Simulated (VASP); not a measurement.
Cu:

```
Cu
1.0
     0.00000    1.80750    1.80750
     1.80750    0.00000    1.80750
     1.80750    1.80750    0.00000
Cu
1
Direct
  0.00000 0.00000 0.00000
```

| Item | Value |
| --- | --- |
| Program | VASP 6.6.1 |
| Task | relaxation of volume and atoms at fixed shape |
| Functional | LDA |
| Potentials or basis | VASP PAW LDA potentials, release 64 (Cu) |
| Cutoff | 600 eV |
| k mesh | 12 × 12 × 12 |
| Occupations | fermi-dirac, width 0.05 eV |
| Spin | no spin polarisation |

At the start: pressure -11.8 GPa; volume 11.81 Å³/atom.

How do energy, volume and symmetry change on relaxing?

Over 3 steps the energy falls by 34.9 meV/atom and the volume is 10.94 Å³/atom (-7.4 %); space group Fm-3m (No. 225, to 0.1 Å) before and after.

The path:
| step | energy change (eV) | largest force (eV/Å) | pressure (GPa) | volume (Å³) |
| --- | --- | --- | --- | --- |
| 1 | 0.0000 | 0.0000 | -11.76 | 11.81 |
| 2 | -0.0176 | 0.0000 | 10.71 | 10.39 |
| 3 | -0.0349 | 0.0000 | -0.06 | 10.94 |

Final structure:
```
Cu
1.0
     0.00000    1.76177    1.76177
     1.76177    0.00000    1.76177
     1.76177    1.76177    0.00000
Cu
1
Direct
  0.00000 0.00000 0.00000
```
